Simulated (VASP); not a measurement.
Crystal: NaH.

```xyz
2
Lattice="0.0000 2.4912 2.5969 2.4912 0.0000 2.5969 2.4912 2.4912 0.0000" Properties=species:S:1:pos:R:3 pbc="T T T"
Na    0.0000    0.0000    0.0000
H     1.2456    1.2456    1.2985
```

This cell differs from its parent crystal: biaxial xy strain -4.1%.

Base run:

| Quantity | Value |
| --- | --- |
| Program | VASP 6.6.1 |
| Functional | r2SCAN |
| Potentials or basis | VASP PAW PBE potentials, release 64 (Na_pv, H) |
| Cutoff | 520 eV |
| k mesh | 8 × 8 × 8 |
| Occupations | gaussian, width 0.01 eV |
| Spin | no spin polarisation |

Its results: band gap on the k mesh 4.08 eV (least direct gap 4.87 eV); pressure 1.6 GPa.

Task: The run is repeated on the same cell with these changes: functional from r2SCAN to PBE; occupations from gaussian, width 0.01 eV to fermi-dirac, width 0.02 eV. What comes out?

Result: Band gap on the k mesh 3.63 eV (least direct gap 4.44 eV); pressure 2.0 GPa.

Caveats: the structure was generated, so it needn't be the stable form of NaH; the PAW data sets were made with another functional, which shifts forces and pressure a little (at least some runs).

A k mesh can miss the band edges.
